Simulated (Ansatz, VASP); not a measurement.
NbP in VASP and in Ansatz

```xyz
4
Lattice="4.2731 0.0000 0.0000 0.0000 4.2731 0.0000 0.0000 0.0000 4.7464" Properties=species:S:1:pos:R:3 pbc="T T T"
Nb    0.0000    2.1365    0.0000
Nb    2.1365    0.0000    2.3732
P     2.1365    2.1365    1.1866
P     2.1365    2.1365    3.5598
```

Change from the starting cell: ordered vacancies on the anion sites of fluorite (P4_2/mmc, No. 131).

Alike in both runs: functional PBE; k mesh 4 × 4 × 4; occupations gaussian, width 0.1 eV; no spin polarisation.

Ansatz relaxed the structure, and its values are those at the end. VASP's run is a single point on that final structure, the one shown.

```csv
,VASP,Ansatz
version,VASP 6.6.1,Ansatz 0.2.0
potentials or method,"VASP PAW PBE potentials, release 64 (Nb_sv, P), cutoff 500 eV","scalar-relativistic, plane waves, PAW"
valence electrons in the cell,36,36
```

VASP gave:

* gap on the k mesh at the Fermi level (eV): none
* pressure (GPa): -0.3

Task: What did Ansatz give for the same quantities?

Result: gap on the k mesh at the Fermi level (eV): none; pressure (GPa): 0.0.

A gap of «none» marks a metal or a gap that the smearing closes. With one functional, cell and mesh, what is left measures potentials, basis and numerics.

The k mesh is coarse, so the values compare programs but aren't converged.
